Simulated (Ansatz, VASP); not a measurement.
## Rh: VASP beside Ansatz

The input INCAR:

```
  PREC = Accurate
  ENCUT = 530
  EDIFF = 1E-6
  ISMEAR = -1
  SIGMA = 0.05
  LREAL = F
  LASPH = T
  NELM = 120
  ALGO = Normal
  ISIF = 2
  LWAVE = F
  LCHARG = F
  GGA = CA
  NBANDS = 14
  GGA_COMPAT = F
```

File KPOINTS:

```
regular mesh
0
Gamma
  12 12 12
```

Contents of POSCAR:

```
Rh
1.0
    0.0000000000      1.8591074964      1.8591074964
    1.8591074964      0.0000000000      1.8591074964
    1.8591074964      1.8591074964      0.0000000000
Rh
1
Direct
    0.0000000000      0.0000000000      0.0000000000
```

The input input.yaml:

```yaml
crystal:
  lattice:
    - [0.0, 1.8591074964, 1.8591074964]
    - [1.8591074964, 0.0, 1.8591074964]
    - [1.8591074964, 1.8591074964, 0.0]
  atoms:
    - { symbol: Rh, position: [0.0, 0.0, 0.0] }
hamiltonian:
  xc: lda
  pseudopotentials: { kind: paw }
kpoints:
  mp_grid: { grid: [12, 12, 12] }
scf:
  occupations: { method: fermi_dirac, width: 0.05 }
output:
  forces: true
  stress: true
  eigenvalues: true
  write_density: true
  write_potential: true
  elf: true
  volumetric_format: npy
```

Alike in both runs: task single point; functional LDA; k mesh 12 × 12 × 12; occupations fermi-dirac, width 0.05 eV; no spin polarisation.

```csv
,VASP,Ansatz
version,VASP 6.6.1,Ansatz 0.2.0
potentials or method,"VASP PAW LDA potentials, release 64 (Rh_sv_GW)",Ansatz PAW
plane-wave cutoff (eV),530,420
valence electrons in the cell,17,17
```

|  | VASP | Ansatz | Ansatz less VASP |
| --- | --- | --- | --- |
| gap on the k mesh at the Fermi level (eV) | none | none | - |
| pressure (GPa) | 7.6 | 9.6 | +1.99 |

LDA's correlation is that of Perdew and Zunger in VASP and of Perdew and Wang (1992) in Ansatz. A gap of «none» marks a metal or a gap that the smearing closes.
